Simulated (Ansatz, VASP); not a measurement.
**Two plane-wave programs on Nb**

```
Nb
1.0
    -1.64146    1.64146    1.64146
     1.64146   -1.64146    1.64146
     1.64146    1.64146   -1.64146
Nb
1
Direct
  0.00000 0.00000 0.00000
```

Alike in both runs: task single point; functional RPBE; dispersion D4; k mesh 11 × 11 × 11; occupations fermi-dirac, width 0.05 eV; no spin polarisation.

|  | VASP | Ansatz |
| --- | --- | --- |
| version | VASP 6.6.1 | Ansatz 0.2.0 |
| potentials or method | VASP PAW PBE potentials, release 64 (Nb_sv) | Ansatz PAW |
| plane-wave cutoff (eV) | 500 | 420 |
| valence electrons in the cell | 13 | 13 |

Ansatz gave:

| Quantity | Value |
| --- | --- |
| gap on the k mesh at the Fermi level (eV) | none |
| pressure (GPa) | 2.9 |

Q: Estimate VASP's values.

A: gap on the k mesh at the Fermi level (eV): none; pressure (GPa): 2.5.

VASP's potentials were made for PBE, not for RPBE. A gap of «none» marks a metal or a gap that the smearing closes.
